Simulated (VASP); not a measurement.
# Cs (P4/mmm) in VASP: notebook

Cs is run at these levels: PBE, PBEsol; tasks: single point.

All numbers are computed with VASP 6.6.1; they aren't measurements. Logs are shortened: lines on timing, memory, paths and dates and some standing lists are left out, and cuts for length are marked.

## Step 1: The cell of the first run

The typed cell holds 1 atom: a = 5.043 Å, b = 5.043 Å, c = 5.036 Å, α = 90.00°, β = 90.00°, γ = 90.00°.

This isn't the form of Cs at room conditions, which is bcc.

## Step 2: Single point, PBE

POSCAR reads:

```
Cs
1.0
    5.0433060731      0.0000000000      0.0000000000
    0.0000000000      5.0433060731      0.0000000000
    0.0000000000      0.0000000000      5.0360807514
Cs
1
Direct
    0.5000000000      0.5000000000      0.5000000000
```

INCAR.step1 reads:

```
PREC     = Accurate       # precision mode
ENCUT    = 520            # plane-wave cutoff, eV
EDIFF    = 1E-6           # SCF threshold, eV
ISMEAR   = 0              # smearing method
SIGMA    = 0.1            # smearing width, eV
LREAL    = F              # projectors in reciprocal space
LASPH    = T              # aspherical terms in the spheres
NELM     = 60             # most SCF steps
ALGO     = Fast           # electronic algorithm
ISIF     = 2              # what is computed and relaxed
LWAVE    = F              # write WAVECAR
LCHARG   = T              # write CHGCAR
GGA      = PE             # functional
NBANDS   = 10             # bands
```

KPOINTS.step1 reads:

```
regular mesh
0
Gamma
  12 12 12
```

INCAR.step2 reads:

```
PREC     = Accurate       # precision mode
ENCUT    = 520            # plane-wave cutoff, eV
EDIFF    = 1E-6           # SCF threshold, eV
ISMEAR   = -5             # smearing method
SIGMA    = 0.1            # smearing width, eV
LREAL    = F              # projectors in reciprocal space
LASPH    = T              # aspherical terms in the spheres
NELM     = 60             # most SCF steps
ALGO     = Fast           # electronic algorithm
ISIF     = 2              # what is computed and relaxed
LWAVE    = F              # write WAVECAR
LCHARG   = F              # write CHGCAR
GGA      = PE             # functional
LORBIT   = 10             # projections on sites
NEDOS    = 2001           # points of the DOS
ICHARG   = 11             # starting density
```

KPOINTS.step2 reads:

```
regular mesh
0
Gamma
  18 18 18
```

Potentials or basis: VASP PAW PBE potentials, release 64 (Cs_sv).

Run with:

```sh
$ cat potpaw_PBE.64/Cs_sv/POTCAR > POTCAR
$ cp INCAR.step1 INCAR
$ cp KPOINTS.step1 KPOINTS
$ mpirun -np 1 vasp_std > vasp.out
$ cp INCAR.step2 INCAR
$ cp KPOINTS.step2 KPOINTS
$ mpirun -np 1 vasp_std > vasp.out
```

OUTCAR:

```text
PREC = Accurate
   ENCUT = 520
   EDIFF = 1E-6
   ISMEAR = -5
   LREAL = F
   LASPH = T
   NELM = 60
   ISIF = 2
   GGA = PE
   LORBIT = 10
   ICHARG = 11

 ion  position               nearest neighbor table
   1  0.500  0.500  0.500-

  LATTYP: Found a simple tetragonal cell.
 ALAT       =     5.0433060731
 C/A-ratio  =     0.9985673442

  Lattice vectors:

 A1 = (   5.0433060731,   0.0000000000,   0.0000000000)
 A2 = (   0.0000000000,   5.0433060731,   0.0000000000)
 A3 = (   0.0000000000,   0.0000000000,   5.0360807514)

Analysis of symmetry for initial positions (statically):
=====================================================================
 Subroutine PRICEL returns:
 Original cell was already a primitive cell.

 Routine SETGRP: Setting up the symmetry group for a
 simple tetragonal supercell.

 Subroutine GETGRP returns: Found 16 space group operations
 (whereof 16 operations were pure point group operations)
 out of a pool of 16 trial point group operations.

The static configuration has the point symmetry D_4h.

Analysis of symmetry for dynamics (positions and initial velocities):
=====================================================================
 Subroutine PRICEL returns:
 Original cell was already a primitive cell.

 Routine SETGRP: Setting up the symmetry group for a
 simple tetragonal supercell.

 Subroutine GETGRP returns: Found 16 space group operations
 (whereof 16 operations were pure point group operations)
 out of a pool of 16 trial point group operations.

The dynamic configuration has the point symmetry D_4h.

 Subroutine INISYM returns: Found 16 space group operations
 (whereof 16 operations are pure point group operations),
 and found     1 'primitive' translations

----------------------------------------------------------------------------------------

                                     Primitive cell

  volume of cell :     128.0924

  direct lattice vectors                    reciprocal lattice vectors
     5.043306073  0.000000000  0.000000000     0.198282632  0.000000000  0.000000000
     0.000000000  5.043306073  0.000000000     0.000000000  0.198282632  0.000000000
     0.000000000  0.000000000  5.036080751     0.000000000  0.000000000  0.198567110

  length of vectors
     5.043306073  5.043306073  5.036080751     0.198282632  0.198282632  0.198567110

  position of ions in fractional coordinates (direct lattice)
     0.500000000  0.500000000  0.500000000

  ion indices of the primitive-cell ions
   primitive index   ion index
                 1           1

----------------------------------------------------------------------------------------

 KPOINTS: regular mesh

Automatic generation of k-mesh.
 Grid dimensions read from file:
 generate k-points for:   18   18   18

 Generating k-lattice:

  Cartesian coordinates                     Fractional coordinates (reciprocal lattice)
     0.011015702  0.000000000  0.000000000     0.055555556  0.000000000  0.000000000
     0.000000000  0.011015702  0.000000000     0.000000000  0.055555556  0.000000000
     0.000000000  0.000000000  0.011031506     0.000000000  0.000000000  0.055555556

  Length of vectors
     0.011015702  0.011015702  0.011031506

  Shift w.r.t. Gamma in fractional coordinates (k-lattice)
     0.000000000  0.000000000  0.000000000

 TETIRR: Found   8748 inequivalent tetrahedra from    34992

 Subroutine IBZKPT returns following result:
 ===========================================

 Found    550 irreducible k-points:

 Following reciprocal coordinates:
            Coordinates               Weight
  0.000000  0.000000  0.000000      1.000000
  0.055556  0.000000  0.000000      4.000000
  0.111111  0.000000  0.000000      4.000000
  0.166667  0.000000  0.000000      4.000000
  0.222222  0.000000  0.000000      4.000000
  0.277778  0.000000  0.000000      4.000000
[... 16 lines left out ...]
  0.277778  0.111111  0.000000      8.000000
  0.333333  0.111111  0.000000      8.000000
 [... further k-points ...]
   k-points           NKPTS =    550   k-points in BZ     NKDIM =    550   number of bands    NBANDS=      8
   number of dos      NEDOS =   2001   number of ions     NIONS =      1
   total plane-waves  NPLWV =  64000
   dimension x,y,z NGX =    40 NGY =   40 NGZ =   40
   dimension x,y,z NGXF=    80 NGYF=   80 NGZF=   80
   ions per type =               1
   NGX,Y,Z   is equivalent  to a cutoff of  13.19, 13.19, 13.20 a.u.
   NGXF,Y,Z  is equivalent  to a cutoff of  26.37, 26.37, 26.41 a.u.
 SYSTEM =  unknown system
   PREC   = accura    normal or accurate (medium, high low for compatibility)
   ISTART =      0    job   : 0-new  1-cont  2-samecut
   ICHARG =     11    charge: 1-file 2-atom 10-const
   ISPIN  =      1    spin polarized calculation?
   LNONCOLLINEAR =      F non collinear calculations
   LSORBIT =      F    spin-orbit coupling
   LASPH  =      T    aspherical Exc in radial PAW
   ENCUT  =  520.0 eV  38.22 Ry    6.18 a.u.   9.38  9.38  9.36*2*pi/ulx,y,z
   NELM   =     60;   NELMIN=  2; NELMDL=  0     # of ELM steps
   EDIFF  = 0.1E-05   stopping-criterion for ELM
   LREAL  =      F    real-space projection
   EDIFFG = 0.1E-04   stopping-criterion for IOM
   NSW    =      0    number of steps for IOM
   IBRION =     -1    ionic relax: 0-MD 1-quasi-New 2-CG
   NFREE  =      0    steps in history (QN), initial steepest desc. (CG)
   ISIF   =      2    stress and relaxation
   ISYM   =      2    0-nonsym 1-usesym 2-fastsym
   POTIM  = 0.5000    time-step for ionic-motion
   TEBEG  =    0.0;   TEEND  =   0.0 temperature during run
   PSTRESS=    0.0 pullay stress
   NELECT =       9.0000    total number of electrons
   NUPDOWN=      -1.0000    fix difference up-down
   EMIN   =  10.00;   EMAX   =-10.00  energy-range for DOS
   EFERMI =   0.00;   METHOD = LEGACY
   ISMEAR =    -5;   SIGMA  =   0.10  broadening in eV -4-tet -1-fermi 0-gaus
   EFERMI_NEDOS =   21; number of points for ismear=-14 and -15
   IALGO  =     68    algorithm
   IMIX   =      4    mixing-type and parameters
     AMIX     =   0.40;   BMIX     =  1.00
     AMIX_MAG =   1.60;   BMIX_MAG =  1.00
  volume/ion in A,a.u.               =     128.09       864.41
  Fermi-wavevector in a.u.,A,eV,Ry     =   0.675535  1.276576  6.208986  0.456348
  Thomas-Fermi vector in A             =   1.752580
   LORBIT       =     10    0 simple, 1 ext, 2 COOP (PROOUT), +10 PAW based schemes
   GGA     = PE    functional components
   LHFCALC =     F    Hartree Fock is set to
   AEXX    =    0.0000 exact exchange contribution
   IVDW    =     0    specifies the selected vdW correction
   LEPSILON=     F    determine dielectric tensor
   LRPA    =     F    only Hartree local field effects (RPA)
 non-spin polarized calculation
 RMM-DIIS sequential band-by-band and
 Fermi weights with tetrahedron method with Bloechl corrections
  energy-cutoff  :      520.00
  volume of cell :      128.09
 maximum number of plane-waves:      3482
 NGX is ok and might be reduce to    40

 number of electron       9.0000000 magnetization

 Free energy of the ion-electron system (eV)
  ---------------------------------------------------
  ext. energy  EPLUGINS =         0.00000000
  ---------------------------------------------------
  free energy    TOTEN  =        -0.75849532 eV

  energy without entropy =       -0.75849532  energy(sigma->0) =       -0.75849532

 E-fermi :   0.2338     XC(G=0):  -5.1315

 val. band max:        0.2558697987   @ k =   0.1111   0.1111   0.5000
 cond. band min:       0.2472033438   @ k =   0.3333   0.2778   0.2222
 fundamental gap:     -0.0086664549
 Fermi energy:         0.2338133282

 k-point     1 :       0.0000    0.0000    0.0000
  band No.  band energies     occupation
      1     -23.8317      2.00000
      2     -10.5666      2.00000
      3     -10.5666      2.00000
      4     -10.5658      2.00000
      5      -1.3481      2.00000
      6       1.5781      0.00000
      7       1.5795      0.00000
      8       4.4202      0.00000

 k-point     2 :       0.0556    0.0000    0.0000
  band No.  band energies     occupation
      1     -23.8315      2.00000
      2     -10.5714      2.00000
      3     -10.5662      2.00000
      4     -10.5654      2.00000
      5      -1.3235      2.00000
      6       1.5861      0.00000
      7       1.5893      0.00000
      8       4.3109      0.00000

 k-point     3 :       0.1111    0.0000    0.0000
  band No.  band energies     occupation
      1     -23.8310      2.00000
      2     -10.5850      2.00000
      3     -10.5651      2.00000
      4     -10.5643      2.00000
      5      -1.2509      2.00000
      6       1.6021      0.00000
      7       1.6187      0.00000
      8       4.0722      0.00000

 k-point     4 :       0.1667    0.0000    0.0000
  band No.  band energies     occupation
      1     -23.8302      2.00000
      2     -10.6057      2.00000
      3     -10.5633      2.00000
      4     -10.5626      2.00000
      5      -1.1330      2.00000
      6       1.6040      0.00000
      7       1.6656      0.00000
      8       3.8283      0.00000

 k-point     5 :       0.2222    0.0000    0.0000
  band No.  band energies     occupation
      1     -23.8293      2.00000
      2     -10.6308      2.00000
      3     -10.5612      2.00000
      4     -10.5604      2.00000
      5      -0.9745      2.00000
      6       1.5580      0.00000
      7       1.7266      0.00000
      8       3.6055      0.00000
[... 177 lines left out ...]
 k-point    22 :       0.2222    0.1111    0.0000
  band No.  band energies     occupation
      1     -23.8286      2.00000
      2     -10.6290      2.00000
      3     -10.5792      2.00000
      4     -10.5589      2.00000
      5      -0.8799      2.00000
      6       1.6087      0.00000
      7       1.7591      0.00000
      8       3.2140      0.00000

 k-point    23 :       0.2778    0.1111    0.0000
  band No.  band energies     occupation
      1     -23.8275      2.00000
      2     -10.6553      2.00000
      3     -10.5767      2.00000
      4     -10.5566      2.00000
      5      -0.6880      2.00000
      6       1.4817      0.00000
      7       1.8326      0.00000
      8       3.0927      0.00000

 k-point    24 :       0.3333    0.1111    0.0000
  band No.  band energies     occupation
      1     -23.8266      2.00000
      2     -10.6797      2.00000
      3     -10.5745      2.00000
      4     -10.5545      2.00000
      5      -0.4683      2.00000
      6       1.2753      0.00000
      7       1.9094      0.00000
      8       3.0118      0.00000

 [... further k-points ...]

------------------------ aborting loop because EDIFF is reached ----------------------------------------

  FORCE on cell =-STRESS in cart. coord.  units (eV):
  Direction    XX          YY          ZZ          XY          YZ          ZX
  --------------------------------------------------------------------------------------
  -------------------------------------------------------------------------------------
  Total       -0.0033369     -0.0033369      0.0021390      0.0000000     -0.0000000     -0.0000000
  in kB       -0.0417374     -0.0417374      0.0267545      0.0000000     -0.0000000     -0.0000000
  external PRESSURE =      -0.0189068 kB  Pullay stress =       0.0000000 kB

 VOLUME and BASIS-vectors are now :
 -----------------------------------------------------------------------------
  energy-cutoff  :      520.00
  volume of cell :      128.09
      direct lattice vectors                 reciprocal lattice vectors
     5.043306073  0.000000000  0.000000000     0.198282632  0.000000000  0.000000000
     0.000000000  5.043306073  0.000000000     0.000000000  0.198282632  0.000000000
     0.000000000  0.000000000  5.036080751     0.000000000  0.000000000  0.198567110

 POSITION                                       TOTAL-FORCE (eV/Angst)
 -----------------------------------------------------------------------------------
      2.52165      2.52165      2.51804         0.000000      0.000000      0.000000
 -----------------------------------------------------------------------------------
    total drift:                                0.000000      0.000000     -0.000000

  FREE ENERGIE OF THE ION-ELECTRON SYSTEM (eV)
  ---------------------------------------------------
  free  energy   TOTEN  =        -0.7584953241 eV

  energy  without entropy=       -0.7584953241  energy(sigma->0) =       -0.75849532

 total charge

# of ion       s       p       d       tot
------------------------------------------
    1        1.856   4.680   0.007   6.543
```

Wall time 2.5 min (1 thread of Intel Xeon 6975P-C (Granite Rapids), shared host); peak memory 0.67 GiB.

What came out:

* Valence electrons inside the program's atomic spheres: Cs 6.54

Levels at points of the mesh, in eV from the Fermi level:
| k point | band 2 | band 3 | band 4 | band 5 | band 6 | band 7 |
| --- | --- | --- | --- | --- | --- | --- |
| (0.00, 0.00, 0.00) | -10.80 | -10.80 | -10.80 | -1.58 | 1.34 | 1.35 |
| (0.50, 0.00, 0.00) | -10.95 | -10.79 | -10.79 | -0.21 | 0.40 | 1.75 |
| (0.50, 0.50, 0.00) | -10.93 | -10.93 | -10.77 | 0.36 | 1.13 | 1.93 |
| (0.00, 0.00, 0.50) | -10.95 | -10.79 | -10.79 | -0.21 | 0.40 | 1.76 |
| (0.50, 0.00, 0.50) | -10.93 | -10.93 | -10.77 | 0.36 | 1.14 | 1.94 |
| (0.50, 0.50, 0.50) | -10.92 | -10.91 | -10.91 | 1.08 | 1.08 | 1.09 |

Caveat: spin-orbit coupling is left out, which moves the levels of the heavy elements.

(Continued in part 2 of 2.)
